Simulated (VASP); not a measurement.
Runs of VASP 6.6.1 on FeAu. The structure is that of space group R-3m (No. 166), or close to it. The cells are those of the table. 

```tsv
level	cell	k mesh	cutoff (eV)	gap on the mesh (eV)	pressure (GPa)	moment (μB)
BLYP	a = 4.849 Å, angles 34.5°, 2 atoms	11 × 11 × 11	600	none	0.4	2.88
RPBE	a = 4.838 Å, angles 34.0°, 2 atoms	11 × 11 × 11	600	none	-0.2	(a)
PBEsol	a = 4.757 Å, angles 34.5°, 2 atoms	15 × 15 × 15	520	none	(b)	2.91
revPBE	a = 4.822 Å, angles 34.1°, 2 atoms	11 × 11 × 11	600	none	-0.2	2.95
```

Alike in all rows: task single point; potentials or basis VASP PAW PBE potentials, release 64 (Au, Fe); spin collinear, ferromagnetic start; smearing fermi-dirac 0.05 eV.

Q: Fill in the values left out.

A: (a) 2.96; (b) -9.0.

Caveats: the PAW data sets were made with another functional, which shifts forces and pressure a little; spin-orbit coupling is left out, which moves the levels of the heavy elements; the cell stands under tension (at least some runs).

A k mesh can miss the band edges, and the runs leave out spin-orbit coupling on Au.

A gap of «none» marks levels without a gap at the run's occupations.
